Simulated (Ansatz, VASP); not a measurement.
**Ag: VASP beside Ansatz**

```
Ag
1.0
    -1.61426    1.61426    1.65565
     1.61426   -1.61426    1.65565
     1.61426    1.61426   -1.65565
Ag
1
Direct
  0.00000 0.00000 0.00000
```

Change from the starting cell: strain -0.0250 x Voigt [1, 1, 0, 0, 0, 0], atoms carried along.

Alike in both runs: task single point; functional r2SCAN; k mesh 20 × 20 × 20; occupations gaussian, width 0.15 eV; no spin polarisation.

|  | VASP | Ansatz |
| --- | --- | --- |
| version | VASP 6.6.1 | Ansatz 0.2.0 |
| potentials or method | VASP PAW PBE potentials, release 64 (Ag), cutoff 520 eV | scalar-relativistic, plane waves, PAW |
| valence electrons in the cell | 11 | 19 |

|  | VASP | Ansatz | Ansatz less VASP |
| --- | --- | --- | --- |
| gap on the k mesh at the Fermi level (eV) | none | none | - |
| pressure (GPa) | 1.2 | 1.1 | -0.15 |
| traceless stress, the component that is largest in VASP (GPa) | 0.40 | 0.40 | -0.008 |

VASP's potentials were made for PBE, not for r2SCAN. A gap of «none» marks a metal or a gap that the smearing closes. With one functional, cell and mesh, what is left measures potentials, basis and numerics. VASP's potentials hold 11 valence electrons a cell and Ansatz's 19, so a difference there can come from the potentials and not from the codes.
